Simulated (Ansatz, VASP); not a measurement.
## SiO2 in VASP and in Ansatz

```
CELL_PARAMETERS angstrom
5.36326 0.00000 0.00000
-2.68163 4.64472 0.00000
0.00000 0.00000 5.54109
ATOMIC_POSITIONS crystal
Si 0.00000 0.50000 0.33333
Si 0.50000 0.50000 0.66667
Si 0.50000 0.00000 0.00000
O 0.58350 0.79175 0.83333
O 0.79175 0.58350 0.50000
O 0.79175 0.20825 0.16667
O 0.41650 0.20825 0.83333
O 0.20825 0.41650 0.50000
O 0.20825 0.79175 0.16667
```

Change from the starting cell: strain +0.0600 x Voigt [1, 1, 0, 0, 0, 0], atoms carried along.

Alike in both runs: task single point; functional r2SCAN; k mesh 6 × 6 × 4; occupations gaussian, width 0.05 eV; no spin polarisation.

```csv
,VASP,Ansatz
version,VASP 6.6.1,Ansatz 0.2.0
potentials or method,"VASP PAW PBE potentials, release 64 (Si, O), cutoff 520 eV","scalar-relativistic, plane waves, PAW"
valence electrons in the cell,48,48
```

```csv
,VASP,Ansatz,Ansatz less VASP
gap on the k mesh at the Fermi level (eV),5.48,5.49,+0.006
least direct gap on the mesh (eV),5.77,5.77,+0.003
pressure (GPa),-17.6,-17.7,-0.09
"traceless stress, the component that is largest in VASP (GPa)",3.29,3.27,-0.012
rms of the force components (eV/Å),0.401,0.395,-0.0053
```

VASP's potentials were made for PBE, not for r2SCAN. Atom by atom the forces differ by 0.005 eV/Å (rms over components).
